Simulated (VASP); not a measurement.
# LiF (Fm-3m) in VASP: notebook

Runs on LiF. Level: LDA. Tasks: elastic constants.

Everything below comes from runs of VASP 6.6.1. Logs are shortened: lines on timing, memory, paths and dates and some standing lists are left out, and cuts for length are marked.

## (1) The cell of the first run

The structure is cubic, space group Fm-3m (No. 225). The conventional cell has a = 3.636 Å, b = 3.636 Å, c = 3.636 Å, α = 90.00°, β = 90.00°, γ = 90.00°. Li (site symmetry m-3m) has 6 F at 1.82 Å within 2.4 Å. Within 2.4 Å of F (site symmetry m-3m) lie 6 Li at 1.82 Å.

## (2) Elastic constants, LDA

The input, INCAR:

```
SYSTEM = LiF
PREC = Accurate
ENCUT = 600
EDIFF = 1E-8
ISMEAR = 0
SIGMA = 0.01
LREAL = .False.
LASPH = .True.
NELM = 80
ALGO = Normal
ISIF = 3
LWAVE = .False.
LCHARG = .False.
NBANDS = 12
IBRION = 6
NFREE = 2
POTIM = 0.015
NSW = 1
```

The input, KPOINTS:

```
regular mesh
0
Gamma
  10 10 10
  0 0 0
```

The input, POSCAR:

```
LiF
1.0
    0.0000000000      1.8180241939      1.8180241939
    1.8180241939      0.0000000000      1.8180241939
    1.8180241939      1.8180241939      0.0000000000
Li F
1 1
Direct
    0.0000000000      0.0000000000      0.0000000000
    0.5000000000      0.5000000000      0.5000000000
```

Potentials or basis: VASP PAW LDA potentials, release 64 (Li_sv, F).

Command:

```bash
cat potpaw_LDA.64/Li_sv/POTCAR potpaw_LDA.64/F/POTCAR > POTCAR
mpirun -np 1 vasp_std > vasp.out
```

OUTCAR:

```text
SYSTEM = LiF
   PREC = Accurate
   ENCUT = 600
   EDIFF = 1E-8
   ISMEAR = 0
   LREAL = .False.
   LASPH = .True.
   NELM = 80
   ISIF = 3
   IBRION = 6
   NFREE = 2
   POTIM = 0.015
   NSW = 1

 ion  position               nearest neighbor table
   1  0.000  0.000  0.000-   2 1.82   2 1.82   2 1.82   2 1.82   2 1.82   2 1.82
   2  0.500  0.500  0.500-   1 1.82   1 1.82   1 1.82   1 1.82   1 1.82   1 1.82

  LATTYP: Found a face centered cubic cell.
 ALAT       =     3.6360483878

  Lattice vectors:

 A1 = (   0.0000000000,   1.8180241939,   1.8180241939)
 A2 = (   1.8180241939,   0.0000000000,   1.8180241939)
 A3 = (   1.8180241939,   1.8180241939,   0.0000000000)

Analysis of symmetry for initial positions (statically):
=====================================================================
 Subroutine PRICEL returns:
 Original cell was already a primitive cell.

 Routine SETGRP: Setting up the symmetry group for a
 face centered cubic supercell.

 Subroutine GETGRP returns: Found 48 space group operations
 (whereof 48 operations were pure point group operations)
 out of a pool of 48 trial point group operations.

The static configuration has the point symmetry O_h .

Analysis of symmetry for dynamics (positions and initial velocities):
=====================================================================
 Subroutine PRICEL returns:
 Original cell was already a primitive cell.

 Routine SETGRP: Setting up the symmetry group for a
 face centered cubic supercell.

 Subroutine GETGRP returns: Found 48 space group operations
 (whereof 48 operations were pure point group operations)
 out of a pool of 48 trial point group operations.

The dynamic configuration has the point symmetry O_h .

 Subroutine INISYM returns: Found 48 space group operations
 (whereof 48 operations are pure point group operations),
 and found     1 'primitive' translations

----------------------------------------------------------------------------------------

                                     Primitive cell

  volume of cell :      12.0179

  direct lattice vectors                    reciprocal lattice vectors
     0.000000000  1.818024194  1.818024194    -0.275023843  0.275023843  0.275023843
     1.818024194  0.000000000  1.818024194     0.275023843 -0.275023843  0.275023843
     1.818024194  1.818024194  0.000000000     0.275023843  0.275023843 -0.275023843

  length of vectors
     2.571074472  2.571074472  2.571074472     0.476355269  0.476355269  0.476355269

  position of ions in fractional coordinates (direct lattice)
     0.000000000  0.000000000  0.000000000
     0.500000000  0.500000000  0.500000000

  ion indices of the primitive-cell ions
   primitive index   ion index
                 1           1
                 2           2

----------------------------------------------------------------------------------------

 KPOINTS: regular mesh

Automatic generation of k-mesh.
 Grid dimensions read from file:
 generate k-points for:   10   10   10

 Generating k-lattice:

  Cartesian coordinates                     Fractional coordinates (reciprocal lattice)
    -0.027502384  0.027502384  0.027502384     0.100000000  0.000000000  0.000000000
     0.027502384 -0.027502384  0.027502384     0.000000000  0.100000000  0.000000000
     0.027502384  0.027502384 -0.027502384     0.000000000  0.000000000  0.100000000

  Length of vectors
[... 108 lines left out ...]

  FORCE on cell =-STRESS in cart. coord.  units (eV):
  Direction    XX          YY          ZZ          XY          YZ          ZX
  --------------------------------------------------------------------------------------
  -------------------------------------------------------------------------------------
  Total        2.1967500      2.1967500      2.1967500      0.0000000      0.0000000     -0.0000000
  in kB      292.8614765    292.8614765    292.8614765      0.0000000      0.0000000     -0.0000000
  external PRESSURE =     292.8614765 kB  Pullay stress =       0.0000000 kB
[... 89 lines left out ...]
  FREE ENERGIE OF THE ION-ELECTRON SYSTEM (eV)
  ---------------------------------------------------
  free  energy   TOTEN  =       -10.2345679098 eV

  energy  without entropy=      -10.2345679098  energy(sigma->0) =      -10.23456791

[... ionic steps 4 to 14 ...]

--------------------------------------- Ionic step       15  -------------------------------------------

 number of electron      10.0000002 magnetization

------------------------ aborting loop because EDIFF is reached ----------------------------------------
[... 67 lines left out ...]
--------------------------------------- Ionic step       17  -------------------------------------------

 number of electron      10.0000002 magnetization

 Free energy of the ion-electron system (eV)
  ---------------------------------------------------
  ext. energy  EPLUGINS =         0.00000000
  ---------------------------------------------------
  free energy    TOTEN  =       -10.27047448 eV

  energy without entropy =      -10.27047448  energy(sigma->0) =      -10.27047448

 E-fermi :   1.2858     XC(G=0): -12.2847

 val. band max:        1.0243536445   @ k =   0.0000   0.0000   0.0000
 cond. band min:      13.1290287377   @ k =   0.5000   0.0000   0.0000
 fundamental gap:     12.1046750933
 Fermi energy:         1.2858251860

 k-point     1 :       0.0000    0.0000    0.0000
  band No.  band energies     occupation
      1     -38.4488      2.00000
      2     -19.5215      2.00000
      3       1.0237      2.00000
      4       1.0244      2.00000
      5       1.0244      2.00000
      6      13.2312      0.00000
      7      28.0097      0.00000
      8      28.0097      0.00000
      9      28.0372      0.00000
     10      28.6675      0.00000
     11      28.6920      0.00000
     12      28.6920      0.00000
[... 331 lines left out ...]
 k-point    24 :       0.4000    0.3000    0.0000
  band No.  band energies     occupation
      1     -38.2013      2.00000
      2     -18.6264      2.00000
      3      -2.5022      2.00000
      4      -0.3863      2.00000
      5      -0.2098      2.00000
      6      16.9521      0.00000
      7      19.2143      0.00000
      8      22.7085      0.00000
      9      24.2852      0.00000
     10      25.4974      0.00000
     11      41.3435      0.00000
     12      42.2757      0.00000

 [... further k-points ...]
[... 5 lines left out ...]
  --------------------------------------------------------------------------------------
  -------------------------------------------------------------------------------------
  Total        2.2044985      2.1958249      2.1958249      0.0000000     -0.0000000      0.0000000
  in kB      293.8944692    292.7381475    292.7381475      0.0000000     -0.0000000      0.0000000
  external PRESSURE =     293.1235880 kB  Pullay stress =       0.0000000 kB
[... 17 lines left out ...]
  FREE ENERGIE OF THE ION-ELECTRON SYSTEM (eV)
  ---------------------------------------------------
  free  energy   TOTEN  =       -10.2704744756 eV

  energy  without entropy=      -10.2704744756  energy(sigma->0) =      -10.27047448

 INTERNAL STRAIN TENSORS FROM STRAINED CELLS
 ============================================

 INTERNAL STRAIN TENSOR FOR ION    1 for displacements in x,y,z  (eV/Angst):
          X           Y           Z          XY          YZ          ZX
  --------------------------------------------------------------------------------
  x     0.00000    -0.00000     0.00000     0.00000     0.00000    -0.00000
  y    -0.00000    -0.00000     0.00000     0.00000     0.00000    -0.00000
  z     0.00000     0.00000     0.00000    -0.00000     0.00000     0.00000

 INTERNAL STRAIN TENSORS FROM DISPLACED ATOMS
 ============================================

 INTERNAL STRAIN TENSOR FOR ION    1 for displacements in x,y,z  (eV/Angst):
          X           Y           Z          XY          YZ          ZX
  --------------------------------------------------------------------------------
  x     0.00000     0.00000     0.00000     0.00000     0.00000     0.00000
  y     0.00000     0.00000     0.00000     0.00000     0.00000     0.00000
  z     0.00000     0.00000     0.00000     0.00000     0.00000     0.00000

 INTERNAL STRAIN TENSOR FOR ION    2 for displacements in x,y,z  (eV/Angst):
          X           Y           Z          XY          YZ          ZX
  --------------------------------------------------------------------------------
  x     0.00000     0.00000     0.00000     0.00000     0.00000     0.00000
  y     0.00000     0.00000     0.00000     0.00000     0.00000     0.00000
  z     0.00000     0.00000     0.00000     0.00000     0.00000     0.00000

 Eigenvectors and eigenvalues of the dynamical matrix
 ----------------------------------------------------

   1 f  =   16.330721 THz   102.608945 2PiTHz  544.734209 cm-1    67.538404 meV
             X         Y         Z           dx          dy          dz
      0.000000  0.000000  0.000000    -0.000000    0.000000   -0.854687
      1.818024  1.818024  1.818024     0.000000   -0.000000    0.519144
[... 21 lines left out ...]
   6 f/i=    0.000405 THz     0.002547 2PiTHz    0.013522 cm-1     0.001676 meV
             X         Y         Z           dx          dy          dz
      0.000000  0.000000  0.000000     0.310883   -0.411470    0.059615
      1.818024  1.818024  1.818024     0.511819   -0.677420    0.098147

--------------------------------------------------------------------------------------------------------

 ELASTIC MODULI CONTR FROM IONIC RELAXATION (kBar)
 Direction    XX          YY          ZZ          XY          YZ          ZX
 --------------------------------------------------------------------------------
 XX           0.0000      0.0000      0.0000      0.0000      0.0000      0.0000
 YY           0.0000      0.0000      0.0000      0.0000      0.0000      0.0000
 ZZ           0.0000      0.0000      0.0000      0.0000      0.0000      0.0000
 XY           0.0000      0.0000      0.0000      0.0000      0.0000      0.0000
 YZ           0.0000      0.0000      0.0000      0.0000      0.0000      0.0000
 ZX           0.0000      0.0000      0.0000      0.0000      0.0000      0.0000
 --------------------------------------------------------------------------------

 TOTAL ELASTIC MODULI (kBar)
 Direction    XX          YY          ZZ          XY          YZ          ZX
 --------------------------------------------------------------------------------
 XX        3750.5178    656.8804    656.8804      0.0000      0.0000     -0.0000
 YY         656.8804   3750.5178    656.8804      0.0000      0.0000     -0.0000
 ZZ         656.8804    656.8804   3750.5178      0.0000      0.0000      0.0000
 XY           0.0000      0.0000      0.0000    928.9170     -0.0000      0.0000
 YZ           0.0000      0.0000      0.0000     -0.0000    928.9170      0.0000
 ZX          -0.0000     -0.0000      0.0000      0.0000      0.0000    928.9170
 --------------------------------------------------------------------------------
```

It took 100 s on 1 thread of Intel Xeon 6975P-C (Granite Rapids), shared host; peak memory 0.2 GiB.

Results:

```
Elastic constants C11, C12, C44                         : 375, 66, 93 GPa
Voigt bulk modulus                                      : 169 GPa
Highest phonon frequency at Γ, LO-TO splitting left out : 545 cm⁻¹
```

Phonon frequencies in cm⁻¹ (negative: imaginary):
```
              q point        frequencies
(0.000, 0.000, 0.000)  0 0 0 545 545 545
```

Elastic tensor in Voigt notation (GPa, in the Cartesian axes of the cell as first typed):
```
375  66  66   0   0   0
 66 375  66   0   0   0
 66  66 375   0   0   0
  0   0   0  93   0   0
  0   0   0   0  93   0
  0   0   0   0   0  93
```

Clamped-ion elastic tensor (GPa):
```
375  66  66   0   0   0
 66 375  66   0   0   0
 66  66 375   0   0   0
  0   0   0  93   0   0
  0   0   0   0  93   0
  0   0   0   0   0  93
```

Caveat: the cell is under stress, which shifts elastic constants; the cutoff is under 1.25 times the usual one of these potentials, so pressure, stress and relaxed cells hold a basis-set (Pulay) error.

## (3) Elastic constants, LDA

This run uses another cell than the first one, of 7.47 Å³/atom, 1.242 times its volume.

The input, INCAR:

```
PREC = Accurate
ENCUT = 600
EDIFF = 1E-8
ISMEAR = 0
SIGMA = 0.01
LREAL = F
LASPH = T
NELM = 80
ALGO = Normal
ISIF = 3
LWAVE = F
LCHARG = F
NBANDS = 12
IBRION = 6
NFREE = 2
POTIM = 0.015
NSW = 1
```

The input, KPOINTS:

```
Automatic mesh
0
Gamma
  10 10 10
```

The input, POSCAR:

```
LiF
1.0
    0.0000000000      1.9544663810      1.9544663810
    1.9544663810      0.0000000000      1.9544663810
    1.9544663810      1.9544663810      0.0000000000
Li F
1 1
Direct
    0.0000000000      0.0000000000      0.0000000000
    0.5000000000      0.5000000000      0.5000000000
```

Potentials or basis: VASP PAW LDA potentials, release 64 (Li_sv, F).

Command:

```bash
cat potpaw_LDA.64/Li_sv/POTCAR potpaw_LDA.64/F/POTCAR > POTCAR
mpirun -np 1 vasp_std > vasp.out
```

Run time: 1.8 min. Hardware: 1 thread of Intel Xeon 6975P-C (Granite Rapids), shared host; peak memory 0.21 GiB.

The run converged. Its results:

| Quantity | Value |
| --- | --- |
| Elastic constants C11, C12, C44 | 156, 48, 68 GPa |
| Voigt bulk modulus | 84 GPa |
| Highest phonon frequency at Γ, LO-TO splitting left out | 344 cm⁻¹ |

Phonon frequencies in cm⁻¹ (negative: imaginary):
| q point | frequencies |
| --- | --- |
| (0.000, 0.000, 0.000) | 0 0 0 344 344 344 |

Elastic tensor in Voigt notation (GPa, in the Cartesian axes of the cell as first typed):
```
156  48  48   0   0   0
 48 156  48   0   0   0
 48  48 156   0   0   0
  0   0   0  68   0   0
  0   0   0   0  68   0
  0   0   0   0   0  68
```

Clamped-ion elastic tensor (GPa):
```
156  48  48   0   0   0
 48 156  48   0   0   0
 48  48 156   0   0   0
  0   0   0  68   0   0
  0   0   0   0  68   0
  0   0   0   0   0  68
```

Caveat: the cutoff is under 1.25 times the usual one of these potentials, so pressure, stress and relaxed cells hold a basis-set (Pulay) error.

## (4) Elastic constants, LDA

This run uses another cell than the first one, of 7.47 Å³/atom, 1.242 times its volume.

The input, INCAR:

```
SYSTEM = LiF
PREC     = Accurate       ! precision mode
ENCUT    = 600            ! plane-wave cutoff, eV
EDIFF    = 1E-8           ! SCF threshold, eV
ISMEAR   = 0              ! smearing method
SIGMA    = 0.01           ! smearing width, eV
LREAL    = .False.        ! projectors in reciprocal space
LASPH    = .True.         ! aspherical terms in the spheres
NELM     = 100            ! most SCF steps
ALGO     = Normal         ! electronic algorithm
ISIF     = 3              ! what is computed and relaxed
LWAVE    = .False.        ! write WAVECAR
LCHARG   = .False.        ! write CHGCAR
GGA      = CA             ! functional
NBANDS   = 12             ! bands
IBRION   = 6              ! ionic algorithm
NFREE    = 2            
POTIM    = 0.015          ! step
NSW      = 1              ! ionic steps
```

The input, KPOINTS:

```
Automatic mesh
0
Gamma
  10 10 10
  0 0 0
```

POSCAR is that of step 3.

Command:

```bash
cat potpaw_LDA.64/Li_sv/POTCAR potpaw_LDA.64/F/POTCAR > POTCAR
mpirun -np 1 vasp_std > vasp.out
```

Wall time 1.7 min (1 thread of Intel Xeon 6975P-C (Granite Rapids), shared host); peak memory 0.21 GiB.

Results (log left out):

```
Elastic constants C11, C12, C44                         : 156, 48, 68 GPa
Voigt bulk modulus                                      : 84 GPa
Highest phonon frequency at Γ, LO-TO splitting left out : 344 cm⁻¹
```

Phonon frequencies in cm⁻¹ (negative: imaginary):
```tsv
q point	frequencies
(0.000, 0.000, 0.000)	0 0 0 344 344 344
```

Elastic tensor in Voigt notation (GPa, in the Cartesian axes of the cell as first typed):
```
156  48  48   0   0   0
 48 156  48   0   0   0
 48  48 156   0   0   0
  0   0   0  68   0   0
  0   0   0   0  68   0
  0   0   0   0   0  68
```

Clamped-ion elastic tensor (GPa):
```
156  48  48   0   0   0
 48 156  48   0   0   0
 48  48 156   0   0   0
  0   0   0  68   0   0
  0   0   0   0  68   0
  0   0   0   0   0  68
```

Caveat: the cutoff is under 1.25 times the usual one of these potentials, so pressure, stress and relaxed cells hold a basis-set (Pulay) error.
